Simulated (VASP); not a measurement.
# Lu (Fm-3m) in VASP: a series of runs

Lu is run at these levels: PBE; tasks: single point, relaxation of cell and atoms.

All numbers are computed with VASP 6.6.1; they aren't measurements. Logs are shortened: lines on timing, memory, paths and dates and some standing lists are left out, and cuts for length are marked.

**1. The cell of the first run**

The structure is cubic, space group Fm-3m (No. 225). Conventional cell: a = 4.433 Å, b = 4.433 Å, c = 4.433 Å, α = 90.00°, β = 90.00°, γ = 90.00°. Lu (site symmetry m-3m) has 12 Lu at 3.13 Å within 4.1 Å.

This isn't the form of Lu at room conditions, which is hcp.

**2. Single point, PBE**

Input file INCAR:

```
PREC     = Accurate       # precision mode
ENCUT    = 600            # plane-wave cutoff, eV
EDIFF    = 1E-6           # SCF threshold, eV
ISMEAR   = -1             # smearing method
SIGMA    = 0.1            # smearing width, eV
LREAL    = F              # projectors in reciprocal space
LASPH    = T              # aspherical terms in the spheres
NELM     = 120            # most SCF steps
ALGO     = Normal         # electronic algorithm
ISIF     = 2              # what is computed and relaxed
LWAVE    = F              # write WAVECAR
LCHARG   = T              # write CHGCAR
GGA      = PE             # functional
LELF     = T              # ELF
LVHAR    = T            
NBANDS   = 18             # bands
GGA_COMPAT= F
```

Input file KPOINTS:

```
regular mesh
0
Gamma
  14 14 14
```

Input file POSCAR:

```
Lu
1.0
    0.0000000000      2.2165740518      2.2165740518
    2.2165740518      0.0000000000      2.2165740518
    2.2165740518      2.2165740518      0.0000000000
Lu
1
Direct
    0.0000000000      0.0000000000      0.0000000000
```

Potentials or basis: VASP PAW PBE potentials, release 64 (Lu).

The run is started by

```bash
$ cat potpaw_PBE.64/Lu/POTCAR > POTCAR
$ mpirun -np 1 vasp_std > vasp.out
```

OUTCAR:

```text
PREC = Accurate
   ENCUT = 600
   EDIFF = 1E-6
   ISMEAR = -1
   LREAL = F
   LASPH = T
   NELM = 120
   ISIF = 2
   GGA = PE

 ion  position               nearest neighbor table
   1  0.000  0.000  0.000-

  LATTYP: Found a face centered cubic cell.
 ALAT       =     4.4331481036

  Lattice vectors:

 A1 = (   0.0000000000,   2.2165740518,   2.2165740518)
 A2 = (   2.2165740518,   0.0000000000,   2.2165740518)
 A3 = (   2.2165740518,   2.2165740518,   0.0000000000)

Analysis of symmetry for initial positions (statically):
=====================================================================
 Subroutine PRICEL returns:
 Original cell was already a primitive cell.

 Routine SETGRP: Setting up the symmetry group for a
 face centered cubic supercell.

 Subroutine GETGRP returns: Found 48 space group operations
 (whereof 48 operations were pure point group operations)
 out of a pool of 48 trial point group operations.

The static configuration has the point symmetry O_h .

Analysis of symmetry for dynamics (positions and initial velocities):
=====================================================================
 Subroutine PRICEL returns:
 Original cell was already a primitive cell.

 Routine SETGRP: Setting up the symmetry group for a
 face centered cubic supercell.

 Subroutine GETGRP returns: Found 48 space group operations
 (whereof 48 operations were pure point group operations)
 out of a pool of 48 trial point group operations.

The dynamic configuration has the point symmetry O_h .

 Subroutine INISYM returns: Found 48 space group operations
 (whereof 48 operations are pure point group operations),
 and found     1 'primitive' translations

----------------------------------------------------------------------------------------

                                     Primitive cell

  volume of cell :      21.7809

  direct lattice vectors                    reciprocal lattice vectors
     0.000000000  2.216574052  2.216574052    -0.225573334  0.225573334  0.225573334
     2.216574052  0.000000000  2.216574052     0.225573334 -0.225573334  0.225573334
     2.216574052  2.216574052  0.000000000     0.225573334  0.225573334 -0.225573334

  length of vectors
     3.134709086  3.134709086  3.134709086     0.390704476  0.390704476  0.390704476

  position of ions in fractional coordinates (direct lattice)
     0.000000000  0.000000000  0.000000000

  ion indices of the primitive-cell ions
   primitive index   ion index
                 1           1

----------------------------------------------------------------------------------------

 KPOINTS: regular mesh

Automatic generation of k-mesh.
 Grid dimensions read from file:
 generate k-points for:   14   14   14

 Generating k-lattice:

  Cartesian coordinates                     Fractional coordinates (reciprocal lattice)
    -0.016112381  0.016112381  0.016112381     0.071428571  0.000000000  0.000000000
     0.016112381 -0.016112381  0.016112381     0.000000000  0.071428571  0.000000000
     0.016112381  0.016112381 -0.016112381     0.000000000  0.000000000  0.071428571

  Length of vectors
     0.027907463  0.027907463  0.027907463

  Shift w.r.t. Gamma in fractional coordinates (k-lattice)
     0.000000000  0.000000000  0.000000000

 Subroutine IBZKPT returns following result:
 ===========================================

 Found    104 irreducible k-points:

 Following reciprocal coordinates:
            Coordinates               Weight
  0.000000  0.000000  0.000000      1.000000
  0.071429  0.000000  0.000000      8.000000
  0.142857  0.000000  0.000000      8.000000
  0.214286  0.000000  0.000000      8.000000
  0.285714  0.000000  0.000000      8.000000
  0.357143  0.000000  0.000000      8.000000
[... 16 lines left out ...]
  0.214286  0.142857  0.000000     24.000000
  0.285714  0.142857  0.000000     24.000000
 [... further k-points ...]
   k-points           NKPTS =    104   k-points in BZ     NKDIM =    104   number of bands    NBANDS=     18
   number of dos      NEDOS =    301   number of ions     NIONS =      1
   total plane-waves  NPLWV =  21952
   dimension x,y,z NGX =    28 NGY =   28 NGZ =   28
   dimension x,y,z NGXF=    56 NGYF=   56 NGZF=   56
   ions per type =               1
   NGX,Y,Z   is equivalent  to a cutoff of  14.85, 14.85, 14.85 a.u.
   NGXF,Y,Z  is equivalent  to a cutoff of  29.70, 29.70, 29.70 a.u.
 SYSTEM =  unknown system
   PREC   = accura    normal or accurate (medium, high low for compatibility)
   ISTART =      0    job   : 0-new  1-cont  2-samecut
   ICHARG =      2    charge: 1-file 2-atom 10-const
   ISPIN  =      1    spin polarized calculation?
   LNONCOLLINEAR =      F non collinear calculations
   LSORBIT =      F    spin-orbit coupling
   LASPH  =      T    aspherical Exc in radial PAW
   ENCUT  =  600.0 eV  44.10 Ry    6.64 a.u.   6.26  6.26  6.26*2*pi/ulx,y,z
   NELM   =    120;   NELMIN=  2; NELMDL= -5     # of ELM steps
   EDIFF  = 0.1E-05   stopping-criterion for ELM
   LREAL  =      F    real-space projection
   EDIFFG = 0.1E-04   stopping-criterion for IOM
   NSW    =      0    number of steps for IOM
   IBRION =     -1    ionic relax: 0-MD 1-quasi-New 2-CG
   NFREE  =      0    steps in history (QN), initial steepest desc. (CG)
   ISIF   =      2    stress and relaxation
   ISYM   =      2    0-nonsym 1-usesym 2-fastsym
   POTIM  = 0.5000    time-step for ionic-motion
   TEBEG  =    0.0;   TEEND  =   0.0 temperature during run
   PSTRESS=    0.0 pullay stress
   NELECT =      25.0000    total number of electrons
   NUPDOWN=      -1.0000    fix difference up-down
   EMIN   =  10.00;   EMAX   =-10.00  energy-range for DOS
   EFERMI =   0.00;   METHOD = LEGACY
   ISMEAR =    -1;   SIGMA  =   0.10  broadening in eV -4-tet -1-fermi 0-gaus
   EFERMI_NEDOS =   21; number of points for ismear=-14 and -15
   IALGO  =     38    algorithm
   IMIX   =      4    mixing-type and parameters
     AMIX     =   0.40;   BMIX     =  1.00
     AMIX_MAG =   1.60;   BMIX_MAG =  1.00
  volume/ion in A,a.u.               =      21.78       146.99
  Fermi-wavevector in a.u.,A,eV,Ry     =   1.714073  3.239128 39.974536  2.938045
  Thomas-Fermi vector in A             =   2.791699
   LORBIT       =      0    0 simple, 1 ext, 2 COOP (PROOUT), +10 PAW based schemes
   GGA     = PE    functional components
   LHFCALC =     F    Hartree Fock is set to
   AEXX    =    0.0000 exact exchange contribution
   IVDW    =     0    specifies the selected vdW correction
   LEPSILON=     F    determine dielectric tensor
   LRPA    =     F    only Hartree local field effects (RPA)
 non-spin polarized calculation
  energy-cutoff  :      600.00
  volume of cell :       21.78
 maximum number of plane-waves:       748
 NGX is ok and might be reduce to    28
   NGX = 13   NGY = 13   NGZ = 13

 number of electron      25.0000003 magnetization

 Free energy of the ion-electron system (eV)
  ---------------------------------------------------
  ext. energy  EPLUGINS =         0.00000000
  ---------------------------------------------------
  free energy    TOTEN  =        -4.12323948 eV

  energy without entropy =       -4.09092145  energy(sigma->0) =       -4.10708046

 E-fermi :   3.5035     XC(G=0): -12.1531

 val. band max:        3.5002328013   @ k =   0.5000   0.2857   0.1429
 cond. band min:       3.5239863396   @ k =   0.4286   0.2857   0.1429
 fundamental gap:      0.0237535382
 Fermi energy:         3.5035169943

 k-point     1 :       0.0000    0.0000    0.0000
  band No.  band energies     occupation
      1     -52.2173      2.00000
      2     -22.3358      2.00000
      3     -22.3358      2.00000
      4     -22.3358      2.00000
      5      -3.2467      2.00000
      6      -1.2378      2.00000
[... 10 lines left out ...]
     17       9.3168      0.00000
     18      15.1437      0.00000

 k-point     2 :       0.0714    0.0000    0.0000
  band No.  band energies     occupation
      1     -52.2120      2.00000
      2     -22.4048      2.00000
      3     -22.3439      2.00000
      4     -22.3439      2.00000
      5      -3.0467      2.00000
      6      -1.2330      2.00000
[... 10 lines left out ...]
     17       9.1902      0.00000
     18      15.5916      0.00000

 k-point     3 :       0.1429    0.0000    0.0000
  band No.  band energies     occupation
      1     -52.1970      2.00000
      2     -22.5939      2.00000
      3     -22.3666      2.00000
      4     -22.3666      2.00000
      5      -2.4816      2.00000
      6      -1.2190      2.00000
[... 10 lines left out ...]
     17       8.9611      0.00000
     18      16.4312      0.00000

 k-point     4 :       0.2143    0.0000    0.0000
  band No.  band energies     occupation
      1     -52.1752      2.00000
      2     -22.8568      2.00000
      3     -22.3990      2.00000
      4     -22.3990      2.00000
      5      -1.6607      2.00000
      6      -1.1987      2.00000
[... 10 lines left out ...]
     17       9.0100      0.00000
     18      15.7057      0.00000

 k-point     5 :       0.2857    0.0000    0.0000
  band No.  band energies     occupation
      1     -52.1509      2.00000
      2     -23.1358      2.00000
      3     -22.4348      2.00000
      4     -22.4348      2.00000
      5      -1.1987      2.00000
      6      -1.1267      2.00000
[... 10 lines left out ...]
     17       9.5931      0.00000
     18      14.8365      0.00000

 k-point     6 :       0.3571    0.0000    0.0000
  band No.  band energies     occupation
      1     -52.1289      2.00000
      2     -23.3770      2.00000
      3     -22.4667      2.00000
      4     -22.4667      2.00000
      5      -1.2009      2.00000
      6      -1.1083      2.00000
[... 307 lines left out ...]
 k-point    21 :      -0.0714    0.0714    0.0000
  band No.  band energies     occupation
      1     -52.2034      2.00000
      2     -22.4992      2.00000
      3     -22.3820      2.00000
      4     -22.3462      2.00000
      5      -2.7242      2.00000
      6      -1.2250      2.00000
[... 10 lines left out ...]
     17       9.2914      0.00000
     18      16.2702      0.00000

 k-point    22 :       0.1429    0.1429    0.0000
  band No.  band energies     occupation
      1     -52.1902      2.00000
      2     -22.5880      2.00000
      3     -22.4217      2.00000
      4     -22.4217      2.00000
      5      -2.2265      2.00000
      6      -1.2115      2.00000
[... 10 lines left out ...]
     17       9.7165      0.00000
     18      17.3418      0.00000

 k-point    23 :       0.2143    0.1429    0.0000
  band No.  band energies     occupation
      1     -52.1739      2.00000
      2     -22.7584      2.00000
      3     -22.4637      2.00000
      4     -22.4539      2.00000
      5      -1.6066      2.00000
      6      -1.1941      2.00000
[... 10 lines left out ...]
     17       9.9122      0.00000
     18      17.8674      0.00000

 k-point    24 :       0.2857    0.1429    0.0000
  band No.  band energies     occupation
      1     -52.1527      2.00000
      2     -22.9875      2.00000
      3     -22.5046      2.00000
      4     -22.4928      2.00000
      5      -1.1776      2.00000
      6      -1.1331      2.00000
[... 10 lines left out ...]
     17      10.3284      0.00000
     18      16.9102      0.00000

 [... further k-points ...]

------------------------ aborting loop because EDIFF is reached ----------------------------------------

  FORCE on cell =-STRESS in cart. coord.  units (eV):
  Direction    XX          YY          ZZ          XY          YZ          ZX
  --------------------------------------------------------------------------------------
  -------------------------------------------------------------------------------------
  Total        2.8031705      2.8031705      2.8031705      0.0000000      0.0000000      0.0000000
  in kB      206.1974826    206.1974826    206.1974826      0.0000000      0.0000000      0.0000000
  external PRESSURE =     206.1974826 kB  Pullay stress =       0.0000000 kB

 VOLUME and BASIS-vectors are now :
 -----------------------------------------------------------------------------
  energy-cutoff  :      600.00
  volume of cell :       21.78
      direct lattice vectors                 reciprocal lattice vectors
     0.000000000  2.216574052  2.216574052    -0.225573334  0.225573334  0.225573334
     2.216574052  0.000000000  2.216574052     0.225573334 -0.225573334  0.225573334
     2.216574052  2.216574052  0.000000000     0.225573334  0.225573334 -0.225573334

 POSITION                                       TOTAL-FORCE (eV/Angst)
 -----------------------------------------------------------------------------------
      0.00000      0.00000      0.00000        -0.000000     -0.000000     -0.000000
 -----------------------------------------------------------------------------------
    total drift:                               -0.000000     -0.000000     -0.000000

  FREE ENERGIE OF THE ION-ELECTRON SYSTEM (eV)
  ---------------------------------------------------
  free  energy   TOTEN  =        -4.1232394843 eV

  energy  without entropy=       -4.0909214456  energy(sigma->0) =       -4.10708046
```

Wall time 23 s (1 thread of Intel Xeon 6975P-C (Granite Rapids), shared host); peak memory 0.21 GiB.

What came out:

```yaml
Free_energy: -4.1232 eV
Pressure: 20.6 GPa
Band_gap_on_the_k_mesh: zero (an odd number of electrons rules out a gap without spin polarisation)
```

Caveat: the cell stands under pressure; spin-orbit coupling is left out, which moves the levels of the heavy elements.

**3. Single point, PBE**

This run uses another cell than the first one, of 29.10 Å³/atom.

Input file INCAR:

```
SYSTEM = Lu
ALGO = Normal
EDIFF = 1E-6
ENCUT = 600
GGA = PE
GGA_COMPAT = .False.
ISIF = 2
ISMEAR = -1
LASPH = .True.
LCHARG = .True.
LELF = .True.
LREAL = .False.
LVHAR = .True.
LWAVE = .False.
NBANDS = 18
NELM = 120
PREC = Accurate
SIGMA = 0.1
```

Input file KPOINTS:

```
k-points
0
Gamma
  14 14 14
  0 0 0
```

Input file POSCAR:

```
Lu
1.0
    0.0000000000      2.4414043310      2.4414043310
    2.4414043310      0.0000000000      2.4414043310
    2.4414043310      2.4414043310      0.0000000000
Lu
1
Direct
    0.0000000000      0.0000000000      0.0000000000
```

Potentials or basis: VASP PAW PBE potentials, release 64 (Lu).

The run is started by

```bash
$ cat potpaw_PBE.64/Lu/POTCAR > POTCAR
$ mpirun -np 1 vasp_std > vasp.out
```

Run time: 23 s. Hardware: 1 thread of Intel Xeon 6975P-C (Granite Rapids), shared host; peak memory 0.21 GiB.

It converged, with:

* Free energy: -4.5047 eV
* Pressure: 0.2 GPa
* Band gap on the k mesh: zero (an odd number of electrons rules out a gap without spin polarisation)

Levels at points of the mesh, in eV from the Fermi level:
| k point | band 10 | band 11 | band 12 | band 13 | band 14 | band 15 |
| --- | --- | --- | --- | --- | --- | --- |
| (0.00, 0.00, 0.00) | -4.91 | -4.91 | -4.91 | 2.24 | 2.24 | 2.24 |
| (0.50, 0.00, 0.00) | -4.93 | -4.90 | -2.60 | 0.31 | 2.03 | 2.03 |
| (0.50, 0.50, 0.00) | -4.94 | -4.93 | -2.03 | -0.82 | 1.90 | 6.40 |

Caveat: spin-orbit coupling is left out, which moves the levels of the heavy elements.

**4. Relaxation of cell and atoms, PBE**

This run uses another cell than the first one, of 29.41 Å³/atom.

Input file INCAR:

```
SYSTEM = Lu
PREC = Accurate
ENCUT = 600
EDIFF = 1E-7
ISMEAR = -1
SIGMA = 0.1
LREAL = .FALSE.
LASPH = .TRUE.
NELM = 120
ALGO = Normal
ISIF = 3
LWAVE = .FALSE.
LCHARG = .FALSE.
GGA = PE
IBRION = 2
NSW = 80
EDIFFG = -0.01
GGA_COMPAT = .FALSE.
NELMIN = 4
```

Input file KPOINTS:

```
Automatic mesh
0
G
  14 14 14
  0 0 0
```

Input file POSCAR:

```
Lu
1.0
    0.0000000000      2.4500000000      2.4500000000
    2.4500000000      0.0000000000      2.4500000000
    2.4500000000      2.4500000000      0.0000000000
Lu
1
Direct
    0.0000000000      0.0000000000      0.0000000000
```

The run is started by

```bash
$ cat potpaw_PBE.64/Lu/POTCAR > POTCAR
$ mpirun -np 1 vasp_std > vasp.out
```

It took 44 s on 1 thread of Intel Xeon 6975P-C (Granite Rapids), shared host; peak memory 0.22 GiB.

The run converged. Its results:

```yaml
Free_energy: -4.5048 eV
Relaxed_volume: 29.19 Å³/atom
Relaxed_cell: a = 3.456 Å, b = 3.456 Å, c = 3.456 Å, α = 60.00°, β = 60.00°, γ = 60.00°
Space_group_after_relaxing_to_0.1_Å: Fm-3m (No. 225)
Energy_gained_by_relaxing: 0.2 meV/atom
Ionic_steps: 2
Pressure_after_relaxing: 0.0 GPa
Band_gap_on_the_k_mesh: zero (an odd number of electrons rules out a gap without spin polarisation)
```

Step by step:
| step | energy change (eV) | largest force (eV/Å) | pressure (GPa) | volume (Å³) |
| --- | --- | --- | --- | --- |
| 1 | 0.0000 | 0.0000 | -0.28 | 29.41 |
| 2 | -0.0002 | 0.0000 | 0.01 | 29.19 |

Final structure:
```xyz
1
Lattice="0.0000 2.4439 2.4439 2.4439 0.0000 2.4439 2.4439 2.4439 0.0000" Properties=species:S:1:pos:R:3 pbc="T T T"
Lu    2.4439    0.0000    2.4439
```

Levels at points of the mesh, in eV from the Fermi level:
```csv
k point,band 8,band 9,band 10,band 11,band 12,band 13,band 14,band 15,band 16
"(0.00, 0.00, 0.00)",-4.99,-4.99,-4.91,-4.91,-4.91,2.24,2.24,2.24,4.61
"(0.50, 0.00, 0.00)",-4.95,-4.93,-4.93,-4.91,-2.59,0.30,2.03,2.03,6.36
"(0.50, 0.50, 0.00)",-4.96,-4.94,-4.94,-4.94,-2.02,-0.81,1.89,6.38,6.88
```

Caveat: spin-orbit coupling is left out, which moves the levels of the heavy elements.

(Continued in part 2 of 2.)
